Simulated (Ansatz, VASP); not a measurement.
AlN in VASP and in Ansatz

File POSCAR:

```
AlN
1.0
    0.0000000000      2.0865005383      2.0865005383
    2.0865005383      0.0000000000      2.0865005383
    2.0865005383      2.0865005383      0.0000000000
Al N
1 1
Direct
    0.0000000000      0.0000000000      0.0000000000
    0.5000000000      0.5000000000      0.5000000000
```

File INCAR.step1:

```
SYSTEM = AlN
ALGO = Normal
EDIFF = 1E-5
ENCUT = 520
GGA = PE
ISIF = 2
ISMEAR = 0
LASPH = .True.
LCHARG = .False.
LREAL = .False.
LWAVE = .True.
NBANDS = 11
NELM = 80
PREC = Accurate
SIGMA = 0.01
```

INCAR.step2

```
SYSTEM = AlN
ALGO = Normal
EDIFF = 1E-6
ENCUT = 520
GGA = PE
HFSCREEN = 0.2079
ISIF = 2
ISMEAR = 0
ISTART = 1
LASPH = .True.
LCHARG = .False.
LHFCALC = .True.
LREAL = .False.
LWAVE = .False.
NBANDS = 11
NELM = 80
PREC = Accurate
PRECFOCK = Normal
SIGMA = 0.01
```

The input KPOINTS:

```
k-points
0
Gamma
  8 8 8
  0 0 0
```

Input for Ansatz:

```yaml
crystal:
  lattice:
    - [0.0, 2.0865005383, 2.0865005383]
    - [2.0865005383, 0.0, 2.0865005383]
    - [2.0865005383, 2.0865005383, 0.0]
  atoms:
    - { symbol: Al, position: [0.0, 0.0, 0.0] }
    - { symbol: "N", position: [0.5, 0.5, 0.5] }
kpoints:
  mp_grid: { grid: [8, 8, 8] }
  band_path:
    path:
      - [0.0, 0.0, 0.0]
      - [0.5, 0.0, 0.5]
      - [0.625, 0.25, 0.625]
      - [0.375, 0.375, 0.75]
      - [0.5, 0.5, 0.5]
      - [0.5, 0.25, 0.75]
    npoints: 1
hamiltonian:
  xc: hse06
scf:
  occupations: { method: fixed }
  n_extra_bands: 4
output:
  forces: true
  stress: true
  eigenvalues: true
```

Change from the starting cell: hydrostatic strain +3.4%.

Alike in both runs: task single point; functional HSE06; k mesh 8 × 8 × 8; no spin polarisation.

```csv
,VASP,Ansatz
version,VASP 6.6.1,Ansatz 0.2.0
potentials or method,"VASP PAW PBE potentials, release 64 (Al, N)","plane waves, PAW"
plane-wave cutoff (eV),520,420
occupations,"gaussian, width 0.01 eV",fixed
valence electrons in the cell,8,8
```

```tsv
	VASP	Ansatz	Ansatz less VASP
gap on the k mesh at the Fermi level (eV)	5.01	5.07	+0.063
pressure (GPa)	-23.8	-23.9	-0.08
```

Ansatz's warnings: stress exchange threshold loose, stress scf threshold loose.
